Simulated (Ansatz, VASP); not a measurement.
# Two plane-wave programs on Si7Ge

```xyz
8
Lattice="5.4949 0.0562 -0.0251 0.0562 5.4904 -0.0190 -0.0251 -0.0190 5.5179" Properties=species:S:1:pos:R:3 pbc="T T T"
Si    1.4847    1.3674    1.6157
Si   -0.1161    2.8301    2.7460
Si    3.0252    2.6240    0.2438
Si    2.5516   -0.1432    2.5293
Si    4.0715    1.3268    4.1126
Si    4.2264    4.3301    1.3294
Si    1.2931    4.2941    3.9777
Ge    0.0416   -0.0464   -0.1330
```

Change from the starting cell: all atoms moved at random (sigma 0.15 Å a component), cell strained at random (sigma 0.01).

Alike in both runs: task single point; functional PBEsol; k mesh 6 × 6 × 6; occupations gaussian, width 0.03 eV; no spin polarisation.

```csv
,VASP,Ansatz
version,VASP 6.6.1,Ansatz 0.2.0
potentials or method,"VASP PAW PBE potentials, release 64 (Si, Ge_d), cutoff 520 eV","scalar-relativistic, plane waves, PAW"
valence electrons in the cell,42,42
```

|  | VASP | Ansatz | Ansatz less VASP |
| --- | --- | --- | --- |
| gap on the k mesh at the Fermi level (eV) | none | none | - |
| pressure (GPa) | 2.2 | 2.1 | -0.06 |
| traceless stress, the component that is largest in VASP (GPa) | -6.17 | -6.16 | +0.006 |
| rms of the force components (eV/Å) | 1.815 | 1.814 | -0.0015 |

VASP's potentials were made for PBE, not for PBEsol. Atom by atom the forces differ by 0.007 eV/Å (rms over components). A gap of «none» marks a metal or a gap that the smearing closes. With one functional, cell and mesh, what is left measures potentials, basis and numerics.
